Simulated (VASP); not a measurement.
# BN in VASP: single point with PBE+D3(BJ)

Aim: the single point of BN with PBE+D3(BJ).

All numbers are computed with VASP 6.6.1; they aren't measurements. Logs are shortened: lines on timing, memory, paths and dates and some standing lists are left out, and cuts for length are marked.

## (1) The cell of the first run

The cell holds a slab with vacuum, 4 atoms: a = 2.502 Å, b = 2.502 Å, c = 23.495 Å, α = 90.00°, β = 90.00°, γ = 60.04°.

## (2) Single point, PBE+D3(BJ)

File INCAR:

```
SYSTEM = BN
ALGO = Normal ; DIPOL = 0.5 0.5 0.500
EDIFF = 1E-7 ; ENCUT = 520
GGA = PE ; IDIPOL = 3
ISIF = 2 ; ISMEAR = 0
IVDW = 12 ; LASPH = .TRUE.
LCHARG = .FALSE. ; LDIPOL = .TRUE.
LREAL = .FALSE. ; LWAVE = .FALSE.
NBANDS = 16 ; NELM = 60
PREC = Accurate ; SIGMA = 0.05
```

File KPOINTS:

```
k-points
0
G
  12 12 1
  0 0 0
```

File POSCAR:

```
BN
1.0
    2.5017062495      0.0000000003      0.0000000000
    1.2492946900      2.1674401806      0.0000000000
    0.0000000000      0.0000000000     23.4953159053
B N
2 2
Direct
    0.4999513500      0.4999513500      0.4256167502
    0.9999513500      0.9999513500      0.5743832498
    0.8333486600      0.8333486600      0.4256167502
    0.3333486600      0.3333486600      0.5743832498
```

Potentials or basis: VASP PAW PBE potentials, release 64 (B, N).

Command:

```sh
$ cat potpaw_PBE.64/B/POTCAR potpaw_PBE.64/N/POTCAR > POTCAR
$ mpirun -np 1 vasp_std > vasp.out
```

OUTCAR:

```text
SYSTEM = BN
   EDIFF = 1E-7
   ENCUT = 520
   GGA = PE
   ISIF = 2
   ISMEAR = 0
   IVDW = 12
   LASPH = .TRUE.
   LREAL = .FALSE.
   NELM = 60
   PREC = Accurate
 IVDW          = 12

 ion  position               nearest neighbor table
   1  0.500  0.500  0.426-   3 1.44   3 1.44   3 1.44
   2  1.000  1.000  0.574-   4 1.44   4 1.44   4 1.44
   3  0.833  0.833  0.426-   1 1.44   1 1.44   1 1.44
   4  0.333  0.333  0.574-   2 1.44   2 1.44   2 1.44

  LATTYP: Found a base centered orthorhombic cell.
 ALAT       =     2.5032641989
 B/A-ratio  =     1.7306133630
 C/A-ratio  =     9.3858714216

  Lattice vectors:

 A1 = (  -1.2492946900,  -2.1674401806,   0.0000000000)
 A2 = (   2.5017062495,   0.0000000003,   0.0000000000)
 A3 = (   0.0000000000,   0.0000000000,  23.4953159053)

Analysis of symmetry for initial positions (statically):
=====================================================================
 Subroutine PRICEL returns:
 Original cell was already a primitive cell.

 Routine SETGRP: Setting up the symmetry group for a
 base centered orthorhombic supercell.

 Subroutine GETGRP returns: Found  4 space group operations
 (whereof  2 operations were pure point group operations)
 out of a pool of  8 trial point group operations.

The static configuration has the point symmetry C_1h.
 The point group associated with its full space group is C_2v.

Analysis of symmetry for dynamics (positions and initial velocities):
=====================================================================
 Subroutine PRICEL returns:
 Original cell was already a primitive cell.

 Routine SETGRP: Setting up the symmetry group for a
 base centered orthorhombic supercell.

 Subroutine GETGRP returns: Found  4 space group operations
 (whereof  2 operations were pure point group operations)
 out of a pool of  8 trial point group operations.

The dynamic configuration has the point symmetry C_1h.
 The point group associated with its full space group is C_2v.

 Subroutine INISYM returns: Found  4 space group operations
 (whereof  2 operations are pure point group operations),
 and found     1 'primitive' translations

----------------------------------------------------------------------------------------

                                     Primitive cell

  volume of cell :     127.3986

  direct lattice vectors                    reciprocal lattice vectors
     2.501706250  0.000000000  0.000000000     0.399727186 -0.230399462  0.000000000
     1.249294690  2.167440181  0.000000000    -0.000000000  0.461373748  0.000000000
     0.000000000  0.000000000 23.495315905     0.000000000  0.000000000  0.042561675

  length of vectors
     2.501706250  2.501706250 23.495315905     0.461373748  0.461373748  0.042561675

  position of ions in fractional coordinates (direct lattice)
     0.499951350  0.499951350  0.425616750
     0.999951350  0.999951350  0.574383250
     0.833348660  0.833348660  0.425616750
     0.333348660  0.333348660  0.574383250

  ion indices of the primitive-cell ions
   primitive index   ion index
                 1           1
                 2           2
                 3           3
                 4           4

----------------------------------------------------------------------------------------

 KPOINTS: k-points

Automatic generation of k-mesh.
 Grid dimensions read from file:
 generate k-points for:   12   12    1

 Generating k-lattice:

  Cartesian coordinates                     Fractional coordinates (reciprocal lattice)
     0.033310599 -0.019199955  0.000000000     0.083333333 -0.000000000  0.000000000
    -0.000000000  0.038447812  0.000000000    -0.000000000  0.083333333  0.000000000
     0.000000000  0.000000000  0.042561675     0.000000000  0.000000000  1.000000000

  Length of vectors
     0.038447812  0.038447812  0.042561675

  Shift w.r.t. Gamma in fractional coordinates (k-lattice)
     0.000000000  0.000000000  0.000000000

 Subroutine IBZKPT returns following result:
 ===========================================

 Found     43 irreducible k-points:

 Following reciprocal coordinates:
            Coordinates               Weight
  0.000000  0.000000  0.000000      1.000000
  0.083333 -0.000000  0.000000      4.000000
  0.166667  0.000000  0.000000      4.000000
  0.250000  0.000000  0.000000      4.000000
  0.333333 -0.000000  0.000000      4.000000
  0.416667  0.000000  0.000000      4.000000
[... 16 lines left out ...]
  0.500000  0.166667  0.000000      4.000000
 -0.416667  0.166667  0.000000      4.000000
 [... further k-points ...]
   k-points           NKPTS =     43   k-points in BZ     NKDIM =     43   number of bands    NBANDS=     16
   number of dos      NEDOS =    301   number of ions     NIONS =      4
   total plane-waves  NPLWV =  72000
   dimension x,y,z NGX =    20 NGY =   20 NGZ =  180
   dimension x,y,z NGXF=    40 NGYF=   40 NGZF=  360
   ions per type =               2   2
   NGX,Y,Z   is equivalent  to a cutoff of  13.29, 13.29, 12.74 a.u.
   NGXF,Y,Z  is equivalent  to a cutoff of  26.58, 26.58, 25.47 a.u.
 SYSTEM =  BN
   PREC   = accura    normal or accurate (medium, high low for compatibility)
   ISTART =      0    job   : 0-new  1-cont  2-samecut
   ICHARG =      2    charge: 1-file 2-atom 10-const
   ISPIN  =      1    spin polarized calculation?
   LNONCOLLINEAR =      F non collinear calculations
   LSORBIT =      F    spin-orbit coupling
   LASPH  =      T    aspherical Exc in radial PAW
   ENCUT  =  520.0 eV  38.22 Ry    6.18 a.u.   4.65  4.65 43.69*2*pi/ulx,y,z
   NELM   =     60;   NELMIN=  2; NELMDL= -5     # of ELM steps
   EDIFF  = 0.1E-06   stopping-criterion for ELM
   LREAL  =      F    real-space projection
   EDIFFG = 0.1E-05   stopping-criterion for IOM
   NSW    =      0    number of steps for IOM
   IBRION =     -1    ionic relax: 0-MD 1-quasi-New 2-CG
   NFREE  =      0    steps in history (QN), initial steepest desc. (CG)
   ISIF   =      2    stress and relaxation
   ISYM   =      2    0-nonsym 1-usesym 2-fastsym
   POTIM  = 0.5000    time-step for ionic-motion
   TEBEG  =    0.0;   TEEND  =   0.0 temperature during run
   PSTRESS=    0.0 pullay stress
   NELECT =      16.0000    total number of electrons
   NUPDOWN=      -1.0000    fix difference up-down
   EMIN   =  10.00;   EMAX   =-10.00  energy-range for DOS
   EFERMI =   0.00;   METHOD = LEGACY
   ISMEAR =     0;   SIGMA  =   0.05  broadening in eV -4-tet -1-fermi 0-gaus
   EFERMI_NEDOS =   21; number of points for ismear=-14 and -15
   IALGO  =     38    algorithm
   IMIX   =      4    mixing-type and parameters
     AMIX     =   0.40;   BMIX     =  1.00
     AMIX_MAG =   1.60;   BMIX_MAG =  1.00
  volume/ion in A,a.u.               =      31.85       214.93
  Fermi-wavevector in a.u.,A,eV,Ry     =   0.819835  1.549264  9.144881  0.672130
  Thomas-Fermi vector in A             =   1.930711
   LORBIT       =      0    0 simple, 1 ext, 2 COOP (PROOUT), +10 PAW based schemes
   GGA     = PE    functional components
   LHFCALC =     F    Hartree Fock is set to
   AEXX    =    0.0000 exact exchange contribution
   IVDW    =    12    specifies the selected vdW correction
   LEPSILON=     F    determine dielectric tensor
   LRPA    =     F    only Hartree local field effects (RPA)
 non-spin polarized calculation
 Gauss-broadening in eV      SIGMA  =   0.05
  energy-cutoff  :      520.00
  volume of cell :      127.40
 maximum number of plane-waves:      3464
   NGX =  9   NGY =  9   NGZ = 87

 dipolmoment           0.000000      0.000000     -0.000000 electrons x Angstroem

 number of electron      15.9999999 magnetization

 dipolmoment           0.000000      0.000000      0.000000 electrons x Angstroem

 Free energy of the ion-electron system (eV)
  ---------------------------------------------------
  ext. energy  EPLUGINS =         0.00000000
  ---------------------------------------------------
  free energy    TOTEN  =       -35.18543451 eV

  energy without entropy =      -35.18543451  energy(sigma->0) =      -35.18543451

 E-fermi :  -3.1730     XC(G=0):  -3.2426

 val. band max:       -3.4689294468   @ k =  -0.3333   0.3333   0.0000
 cond. band min:       0.8216107530   @ k =   0.5000   0.5000   0.0000
 fundamental gap:      4.2905401997
 Fermi energy:        -3.1730187600

 k-point     1 :       0.0000    0.0000    0.0000
  band No.  band energies     occupation
      1     -21.2527      2.00000
      2     -21.1548      2.00000
      3      -9.1812      2.00000
      4      -8.3710      2.00000
      5      -4.8661      2.00000
      6      -4.8544      2.00000
[... 8 lines left out ...]
     15       4.9980      0.00000
     16       6.5961      0.00000

 k-point     2 :       0.0833   -0.0000    0.0000
  band No.  band energies     occupation
      1     -21.1181      2.00000
      2     -21.0219      2.00000
      3      -8.9980      2.00000
      4      -8.1960      2.00000
      5      -5.4200      2.00000
      6      -5.4152      2.00000
[... 8 lines left out ...]
     15       5.2135      0.00000
     16       6.7256      0.00000

 k-point     3 :       0.1667    0.0000    0.0000
  band No.  band energies     occupation
      1     -20.7215      2.00000
      2     -20.6304      2.00000
      3      -8.4563      2.00000
      4      -7.6823      2.00000
      5      -6.8293      2.00000
      6      -6.8258      2.00000
[... 8 lines left out ...]
     15       5.8085      0.00000
     16       6.9663      0.00000

 k-point     4 :       0.2500    0.0000    0.0000
  band No.  band energies     occupation
      1     -20.0900      2.00000
      2     -20.0078      2.00000
      3      -8.6284      2.00000
      4      -8.6175      2.00000
      5      -7.5743      2.00000
      6      -6.8511      2.00000
[... 8 lines left out ...]
     15       6.0142      0.00000
     16       6.8885      0.00000

 k-point     5 :       0.3333   -0.0000    0.0000
  band No.  band energies     occupation
      1     -19.2915      2.00000
      2     -19.2237      2.00000
      3     -10.4126      2.00000
      4     -10.3933      2.00000
      5      -7.0991      2.00000
      6      -7.0991      2.00000
[... 8 lines left out ...]
     15       6.6181      0.00000
     16       7.0980      0.00000

 k-point     6 :       0.4167    0.0000    0.0000
  band No.  band energies     occupation
      1     -18.5006      2.00000
      2     -18.4580      2.00000
      3     -11.8382      2.00000
      4     -11.8203      2.00000
      5      -7.5103      2.00000
      6      -7.5103      2.00000
[... 8 lines left out ...]
     15       8.0570      0.00000
     16       8.7266      0.00000
[... 267 lines left out ...]
 k-point    21 :       0.3333    0.1667    0.0000
  band No.  band energies     occupation
      1     -19.7266      2.00000
      2     -19.6486      2.00000
      3      -9.0526      2.00000
      4      -9.0298      2.00000
      5      -7.4448      2.00000
      6      -7.4437      2.00000
[... 8 lines left out ...]
     15       6.1375      0.00000
     16       7.6572      0.00000

 k-point    22 :       0.4167    0.1667    0.0000
  band No.  band energies     occupation
      1     -18.9642      2.00000
      2     -18.9001      2.00000
      3     -10.4016      2.00000
      4     -10.4006      2.00000
      5      -8.3178      2.00000
      6      -8.3004      2.00000
[... 8 lines left out ...]
     15       7.4363      0.00000
     16       8.7725      0.00000

 k-point    23 :       0.5000    0.1667    0.0000
  band No.  band energies     occupation
      1     -18.2232      2.00000
      2     -18.1826      2.00000
      3     -11.5995      2.00000
      4     -11.5907      2.00000
      5      -8.8442      2.00000
      6      -8.8163      2.00000
[... 8 lines left out ...]
     15       8.8691      0.00000
     16       9.4097      0.00000

 k-point    24 :      -0.4167    0.1667    0.0000
  band No.  band energies     occupation
      1     -17.8688      2.00000
      2     -17.8663      2.00000
      3     -12.1022      2.00000
      4     -12.1019      2.00000
      5      -9.0187      2.00000
      6      -8.9864      2.00000
[... 8 lines left out ...]
     15      10.0504      0.00000
     16      10.2430      0.00000

 [... further k-points ...]

------------------------ aborting loop because EDIFF is reached ----------------------------------------

 vacuum level on the upper side and lower side of the slab       (xc-potential included)        -0.068        -0.068

 Edisp (eV)   -0.41145

 E8    (eV) :    -0.1263

  FORCE on cell =-STRESS in cart. coord.  units (eV):
  Direction    XX          YY          ZZ          XY          YZ          ZX
  --------------------------------------------------------------------------------------
  -------------------------------------------------------------------------------------
  Total       0.58956     0.55534    -0.12187     0.02968     0.00000     0.00000
  in kB       7.41432     6.98403    -1.53262     0.37326     0.00000     0.00000
  external pressure =        4.29 kB  Pullay stress =        0.00 kB

 VOLUME and BASIS-vectors are now :
 -----------------------------------------------------------------------------
  energy-cutoff  :      520.00
  volume of cell :      127.40
      direct lattice vectors                 reciprocal lattice vectors
     2.501706250  0.000000000  0.000000000     0.399727186 -0.230399462  0.000000000
     1.249294690  2.167440181  0.000000000    -0.000000000  0.461373748  0.000000000
     0.000000000  0.000000000 23.495315905     0.000000000  0.000000000  0.042561675

 POSITION                                       TOTAL-FORCE (eV/Angst)
 -----------------------------------------------------------------------------------
      1.87532      1.08361     10.00000        -0.003706     -0.002142      0.025025
      3.75082      2.16733     13.49532        -0.003706     -0.002142     -0.025025
      3.12589      1.80623     10.00000         0.003706      0.002142     -0.000959
      1.25039      0.72251     13.49532         0.003706      0.002142      0.000959
 -----------------------------------------------------------------------------------
    total drift:                                0.000027      0.000016      0.000000

  FREE ENERGIE OF THE ION-ELECTRON SYSTEM (eV)
  ---------------------------------------------------
  free  energy   TOTEN  =       -35.5968800694 eV

  energy  without entropy=      -35.5968800694  energy(sigma->0) =      -35.59688007

 vacuum level on the upper side and lower side of the slab         2.245         2.245
```

Run time: 2.5 min. Hardware: 1 thread of AMD EPYC 7R43 (Zen 3), shared host; peak memory 0.24 GiB.

Results:

- Free energy: -35.5969 eV
- Largest force: 0.025 eV/Å
- Band gap on the k mesh: 4.29 eV (least direct gap 4.49 eV)
- Dispersion energy per atom: -0.103 eV

Forces in eV/Å, atoms in the order of the input:
```
B   -0.004 -0.002  0.025
B   -0.004 -0.002 -0.025
N    0.004  0.002 -0.001
N    0.004  0.002  0.001
```
